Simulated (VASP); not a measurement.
Write the native input for VASP 6.6.1 that does the following.

| Quantity | Value |
| --- | --- |
| Task | single point |
| Functional | PBEsol |
| Potentials or basis | VASP PAW PBE potentials, release 64 (Ga_d, N) |
| Cutoff | 520 eV |
| k mesh | 13 × 13 × 13 |
| Occupations | fermi-dirac, width 0.02 eV |
| Spin | no spin polarisation |
| Dipole correction | no |
| Further INCAR settings | ALGO = Normal; EDIFF = 1e-06; NBANDS = 16 |

The structure of GaN lies in POSCAR:

```
GaN
1.0
    0.0000000000      2.0323500000      1.9925000000
    2.0323500000      0.0000000000      1.9925000000
    2.0323500000      2.0323500000      0.0000000000
Ga N
1 1
Direct
    0.5000000000      0.5000000000      0.5000000000
    0.0000000000      0.0000000000      0.0000000000
```

This cell differs from its parent crystal: equal xx and yy strain of +2 %.

One way to write it, as run:

INCAR

```
SYSTEM = GaN
PREC     = Accurate       ! precision mode
ENCUT    = 520            ! plane-wave cutoff, eV
EDIFF    = 1E-6           ! SCF threshold, eV
ISMEAR   = -1             ! smearing method
SIGMA    = 0.02           ! smearing width, eV
LREAL    = .False.        ! projectors in reciprocal space
LASPH    = .True.         ! aspherical terms in the spheres
NELM     = 60             ! most SCF steps
ALGO     = Normal         ! electronic algorithm
ISIF     = 2              ! what is computed and relaxed
LWAVE    = .False.        ! write WAVECAR
LCHARG   = .False.        ! write CHGCAR
GGA      = PS             ! functional
NBANDS   = 16             ! bands
```

KPOINTS

```
Automatic mesh
0
Gamma
  13 13 13
  0 0 0
```

Potentials or basis: VASP PAW PBE potentials, release 64 (Ga_d, N).

Command:

```console
$ cat potpaw_PBE.64/Ga_d/POTCAR potpaw_PBE.64/N/POTCAR > POTCAR
$ mpirun -np 1 vasp_std > vasp.out
```

It gave:

The pressure is 42.2 GPa. The band gap on the k mesh is 1.36 eV, indirect (least direct gap 4.56 eV).

Caveat: the cell differs from its parent crystal (equal xx and yy strain of +2 %); the PAW data sets were made with another functional, which shifts forces and pressure a little.

Run time: 25 s on 1 thread of Intel(R) Xeon(R) 6975P-C (Granite Rapids), with other jobs on the host, peak memory 0.17 GiB.
